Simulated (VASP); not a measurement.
# LiF (I4/mmm) in VASP: single point with r2SCAN

Aim: the single point of LiF with r2SCAN.

All numbers are computed with VASP 6.6.1; they aren't measurements. Logs are shortened: lines on timing, memory, paths and dates and some standing lists are left out, and cuts for length are marked.

## (1) The cell of the first run

The structure is tetragonal, space group I4/mmm (No. 139). Conventional cell: a = 2.998 Å, b = 2.998 Å, c = 4.028 Å, α = 90.00°, β = 90.00°, γ = 90.00°. Li (site symmetry 4/mmm) has 6 F at 2.01 to 2.12 Å within 2.7 Å. Within 2.7 Å of F (site symmetry 4/mmm) lie 6 Li at 2.01 to 2.12 Å.

## (2) Single point, r2SCAN (strain +0.0525 x Voigt [1, 1, 0, 0, 0, 0])

Input file POSCAR:

```
LiF
1.0
    0.0000000000      2.1197350000      2.0140000000
    2.1197350000      0.0000000000      2.0140000000
    2.1197350000      2.1197350000      0.0000000000
Li F
1 1
Direct
    0.0000000000      0.0000000000      0.0000000000
    0.5000000000      0.5000000000      0.5000000000
```

Input file INCAR.step1:

```
SYSTEM = LiF
PREC = Accurate
ENCUT = 1490
ISMEAR = 0
SIGMA = 0.05
LREAL = .FALSE.
LASPH = .TRUE.
NELM = 120
NBANDS = 12
GGA = PE
ALGO = Normal
EDIFF = 1E-5
LWAVE = .TRUE.
LCHARG = .FALSE.
GGA_COMPAT = .FALSE.
```

Input file INCAR.step2:

```
SYSTEM = LiF
PREC = Accurate
ENCUT = 1490
EDIFF = 1E-6
ISMEAR = 0
SIGMA = 0.05
LREAL = .FALSE.
LASPH = .TRUE.
NELM = 120
ALGO = Normal
ISIF = 2
LWAVE = .FALSE.
LCHARG = .TRUE.
METAGGA = R2SCAN
LMIXTAU = .TRUE.
LELF = .TRUE.
LVHAR = .TRUE.
NBANDS = 12
ISTART = 1
GGA_COMPAT = .FALSE.
```

Input file KPOINTS:

```
Automatic mesh
0
G
  10 10 10
  0 0 0
```

Potentials or basis: VASP PAW PBE potentials, release 64 (Li_sv, F_h).

Launch:

```sh
> cat potpaw_PBE.64/Li_sv/POTCAR potpaw_PBE.64/F_h/POTCAR > POTCAR
> cp INCAR.step1 INCAR
> mpirun -np 1 vasp_std > vasp.out
> cp INCAR.step2 INCAR
> mpirun -np 1 vasp_std > vasp.out
```

OUTCAR:

```text
SYSTEM = LiF
   PREC = Accurate
   ENCUT = 1490
   EDIFF = 1E-6
   ISMEAR = 0
   LREAL = .FALSE.
   LASPH = .TRUE.
   NELM = 120
   ISIF = 2
   METAGGA = R2SCAN
   ISTART = 1

 ion  position               nearest neighbor table
   1  0.000  0.000  0.000-   2 2.01   2 2.01
   2  0.500  0.500  0.500-   1 2.01   1 2.01

  LATTYP: Found a body centered tetragonal cell.
 ALAT       =     2.9977579856
 C/A-ratio  =     1.3436708431

  Lattice vectors:

 A1 = (   0.0000000000,  -2.1197350000,  -2.0140000000)
 A2 = (   0.0000000000,   2.1197350000,  -2.0140000000)
 A3 = (   2.1197350000,   0.0000000000,   2.0140000000)

Analysis of symmetry for initial positions (statically):
=====================================================================
 Subroutine PRICEL returns:
 Original cell was already a primitive cell.

 Routine SETGRP: Setting up the symmetry group for a
 body centered tetragonal supercell.

 Subroutine GETGRP returns: Found 16 space group operations
 (whereof 16 operations were pure point group operations)
 out of a pool of 16 trial point group operations.

The static configuration has the point symmetry D_4h.

Analysis of symmetry for dynamics (positions and initial velocities):
=====================================================================
 Subroutine PRICEL returns:
 Original cell was already a primitive cell.

 Routine SETGRP: Setting up the symmetry group for a
 body centered tetragonal supercell.

 Subroutine GETGRP returns: Found 16 space group operations
 (whereof 16 operations were pure point group operations)
 out of a pool of 16 trial point group operations.

The dynamic configuration has the point symmetry D_4h.

 Subroutine INISYM returns: Found 16 space group operations
 (whereof 16 operations are pure point group operations),
 and found     1 'primitive' translations

----------------------------------------------------------------------------------------

                                     Primitive cell

  volume of cell :      18.0989

  direct lattice vectors                    reciprocal lattice vectors
     0.000000000  2.119735000  2.014000000    -0.235878541  0.235878541  0.248262165
     2.119735000  0.000000000  2.014000000     0.235878541 -0.235878541  0.248262165
     2.119735000  2.119735000  0.000000000     0.235878541  0.235878541 -0.248262165

  length of vectors
     2.923948096  2.923948096  2.997757986     0.415826256  0.415826256  0.415826256

  position of ions in fractional coordinates (direct lattice)
     0.000000000  0.000000000  0.000000000
     0.500000000  0.500000000  0.500000000

  ion indices of the primitive-cell ions
   primitive index   ion index
                 1           1
                 2           2

----------------------------------------------------------------------------------------

 KPOINTS: Automatic mesh

Automatic generation of k-mesh.
 Grid dimensions read from file:
 generate k-points for:   10   10   10

 Generating k-lattice:

  Cartesian coordinates                     Fractional coordinates (reciprocal lattice)
    -0.023587854  0.023587854  0.024826216     0.100000000  0.000000000  0.000000000
     0.023587854 -0.023587854  0.024826216     0.000000000  0.100000000  0.000000000
     0.023587854  0.023587854 -0.024826216     0.000000000  0.000000000  0.100000000

  Length of vectors
     0.041582626  0.041582626  0.041582626

  Shift w.r.t. Gamma in fractional coordinates (k-lattice)
     0.000000000  0.000000000  0.000000000

 Subroutine IBZKPT returns following result:
 ===========================================

 Found    102 irreducible k-points:

 Following reciprocal coordinates:
            Coordinates               Weight
  0.000000  0.000000  0.000000      1.000000
  0.100000  0.000000  0.000000      8.000000
  0.200000  0.000000  0.000000      8.000000
  0.300000 -0.000000  0.000000      8.000000
  0.400000  0.000000  0.000000      8.000000
  0.500000 -0.000000  0.000000      4.000000
[... 16 lines left out ...]
  0.300000  0.300000  0.000000      2.000000
  0.400000  0.300000  0.000000      8.000000
 [... further k-points ...]
   k-points           NKPTS =    102   k-points in BZ     NKDIM =    102   number of bands    NBANDS=     12
   number of dos      NEDOS =    301   number of ions     NIONS =      2
   total plane-waves  NPLWV =  64000
   dimension x,y,z NGX =    40 NGY =   40 NGZ =   40
   dimension x,y,z NGXF=    80 NGYF=   80 NGZF=   80
   ions per type =               1   1
   NGX,Y,Z   is equivalent  to a cutoff of  22.74, 22.74, 22.18 a.u.
   NGXF,Y,Z  is equivalent  to a cutoff of  45.49, 45.49, 44.37 a.u.
 SYSTEM =  LiF
   PREC   = accura    normal or accurate (medium, high low for compatibility)
   ISTART =      1    job   : 0-new  1-cont  2-samecut
   ICHARG =      0    charge: 1-file 2-atom 10-const
   ISPIN  =      1    spin polarized calculation?
   LNONCOLLINEAR =      F non collinear calculations
   LSORBIT =      F    spin-orbit coupling
   LASPH  =      T    aspherical Exc in radial PAW
   ENCUT  = 1490.0 eV 109.51 Ry   10.46 a.u.   9.20  9.20  9.44*2*pi/ulx,y,z
   NELM   =    120;   NELMIN=  2; NELMDL=  0     # of ELM steps
   EDIFF  = 0.1E-05   stopping-criterion for ELM
   LREAL  =      F    real-space projection
   EDIFFG = 0.1E-04   stopping-criterion for IOM
   NSW    =      0    number of steps for IOM
   IBRION =     -1    ionic relax: 0-MD 1-quasi-New 2-CG
   NFREE  =      0    steps in history (QN), initial steepest desc. (CG)
   ISIF   =      2    stress and relaxation
   ISYM   =      2    0-nonsym 1-usesym 2-fastsym
   POTIM  = 0.5000    time-step for ionic-motion
   TEBEG  =    0.0;   TEEND  =   0.0 temperature during run
   PSTRESS=    0.0 pullay stress
   NELECT =      10.0000    total number of electrons
   NUPDOWN=      -1.0000    fix difference up-down
   EMIN   =  10.00;   EMAX   =-10.00  energy-range for DOS
   EFERMI =   0.00;   METHOD = LEGACY
   ISMEAR =     0;   SIGMA  =   0.05  broadening in eV -4-tet -1-fermi 0-gaus
   EFERMI_NEDOS =   21; number of points for ismear=-14 and -15
   IALGO  =     38    algorithm
   IMIX   =      4    mixing-type and parameters
     AMIX     =   0.40;   BMIX     =  1.00
     AMIX_MAG =   1.60;   BMIX_MAG =  1.00
  volume/ion in A,a.u.               =       9.05        61.07
  Fermi-wavevector in a.u.,A,eV,Ry     =   1.343354  2.538572 24.553091  1.804601
  Thomas-Fermi vector in A             =   2.471435
   LORBIT       =      0    0 simple, 1 ext, 2 COOP (PROOUT), +10 PAW based schemes
   METAGGA = R2SCAN    functional components
   LHFCALC =     F    Hartree Fock is set to
   AEXX    =    0.0000 exact exchange contribution
   IVDW    =     0    specifies the selected vdW correction
   LEPSILON=     F    determine dielectric tensor
   LRPA    =     F    only Hartree local field effects (RPA)
 non-spin polarized calculation
 Gauss-broadening in eV      SIGMA  =   0.05
  energy-cutoff  :     1490.00
  volume of cell :       18.10
 maximum number of plane-waves:      2400
 NGX is ok and might be reduce to    40
   NGX = 19   NGY = 19   NGZ = 19

 number of electron      10.0000000 magnetization

 Free energy of the ion-electron system (eV)
  ---------------------------------------------------
  ext. energy  EPLUGINS =         0.00000000
  ---------------------------------------------------
  free energy    TOTEN  =       -11.84800806 eV

  energy without entropy =      -11.84800806  energy(sigma->0) =      -11.84800806

 E-fermi :  -1.3928     XC(G=0): -10.0057

 val. band max:       -1.7101527033   @ k =   0.0000   0.0000   0.0000
 cond. band min:       7.5724193100   @ k =   0.0000   0.0000   0.0000
 fundamental gap:      9.2825720133
 Fermi energy:        -1.3928487102

 k-point     1 :       0.0000    0.0000    0.0000
  band No.  band energies     occupation
      1     -44.0150      2.00000
      2     -22.5831      2.00000
      3      -1.8359      2.00000
      4      -1.7102      2.00000
      5      -1.7102      2.00000
      6       7.5724      0.00000
      7      22.4661      0.00000
      8      22.4661      0.00000
      9      22.6759      0.00000
     10      22.6759      0.00000
     11      23.0479      0.00000
     12      23.6932      0.00000

 k-point     2 :       0.1000    0.0000    0.0000
  band No.  band energies     occupation
      1     -44.0115      2.00000
      2     -22.5520      2.00000
      3      -2.0171      2.00000
      4      -1.7904      2.00000
      5      -1.7387      2.00000
      6       7.8586      0.00000
      7      19.9028      0.00000
      8      21.1072      0.00000
      9      21.8926      0.00000
     10      23.7932      0.00000
     11      23.8158      0.00000
     12      24.3818      0.00000

 k-point     3 :       0.2000    0.0000    0.0000
  band No.  band energies     occupation
      1     -44.0024      2.00000
      2     -22.4692      2.00000
      3      -2.6044      2.00000
      4      -1.8339      2.00000
      5      -1.8121      2.00000
      6       8.5247      0.00000
      7      17.4472      0.00000
      8      19.6206      0.00000
      9      20.5644      0.00000
     10      24.7639      0.00000
     11      25.0610      0.00000
     12      25.4518      0.00000
[... 286 lines left out ...]
 k-point    23 :       0.3000    0.3000    0.0000
  band No.  band energies     occupation
      1     -43.9812      2.00000
      2     -22.2440      2.00000
      3      -3.3638      2.00000
      4      -2.3613      2.00000
      5      -2.3613      2.00000
      6      10.9191      0.00000
      7      16.2661      0.00000
      8      18.2343      0.00000
      9      18.6058      0.00000
     10      18.6058      0.00000
     11      31.9494      0.00000
     12      32.6400      0.00000

 k-point    24 :       0.4000    0.3000    0.0000
  band No.  band energies     occupation
      1     -43.9743      2.00000
      2     -22.1548      2.00000
      3      -3.7279      2.00000
      4      -2.5422      2.00000
      5      -2.4648      2.00000
      6      11.8401      0.00000
      7      15.1397      0.00000
      8      17.6247      0.00000
      9      18.3819      0.00000
     10      19.3671      0.00000
     11      31.9526      0.00000
     12      32.4418      0.00000

 [... further k-points ...]

------------------------ aborting loop because EDIFF is reached ----------------------------------------

  FORCE on cell =-STRESS in cart. coord.  units (eV):
  Direction    XX          YY          ZZ          XY          YZ          ZX
  --------------------------------------------------------------------------------------
  -------------------------------------------------------------------------------------
  Total       -1.0285256     -1.0285256     -0.8015644      0.0000000      0.0000000      0.0000000
  in kB      -91.0485633    -91.0485633    -70.9571866      0.0000000      0.0000000      0.0000000
  external PRESSURE =     -84.3514377 kB  Pullay stress =       0.0000000 kB

 VOLUME and BASIS-vectors are now :
 -----------------------------------------------------------------------------
  energy-cutoff  :     1490.00
  volume of cell :       18.10
      direct lattice vectors                 reciprocal lattice vectors
     0.000000000  2.119735000  2.014000000    -0.235878541  0.235878541  0.248262165
     2.119735000  0.000000000  2.014000000     0.235878541 -0.235878541  0.248262165
     2.119735000  2.119735000  0.000000000     0.235878541  0.235878541 -0.248262165

 POSITION                                       TOTAL-FORCE (eV/Angst)
 -----------------------------------------------------------------------------------
      0.00000      0.00000      0.00000         0.000000      0.000000      0.000000
      2.11973      2.11973      2.01400         0.000000      0.000000     -0.000000
 -----------------------------------------------------------------------------------
    total drift:                                0.000000     -0.000000      0.000000

  FREE ENERGIE OF THE ION-ELECTRON SYSTEM (eV)
  ---------------------------------------------------
  free  energy   TOTEN  =       -11.8480080619 eV

  energy  without entropy=      -11.8480080619  energy(sigma->0) =      -11.84800806
```

Wall time 11 min (1 thread of Intel Xeon Platinum 8375C at 2.90GHz (Ice Lake), shared host); peak memory 0.3 GiB.

Results:

```
Free energy            : -11.8480 eV
Pressure               : -8.4 GPa
Band gap on the k mesh : 9.28 eV
```

Stress tensor (GPa, compression positive):
```
-9.10  0.00  0.00
 0.00 -9.10  0.00
 0.00  0.00 -7.10
```

Caveat: the cell differs from its parent crystal (strain +0.0525 x Voigt [1, 1, 0, 0, 0, 0]); the cell stands under tension; the PAW data sets were made with another functional, which shifts forces and pressure a little. A k mesh can miss the band edges.
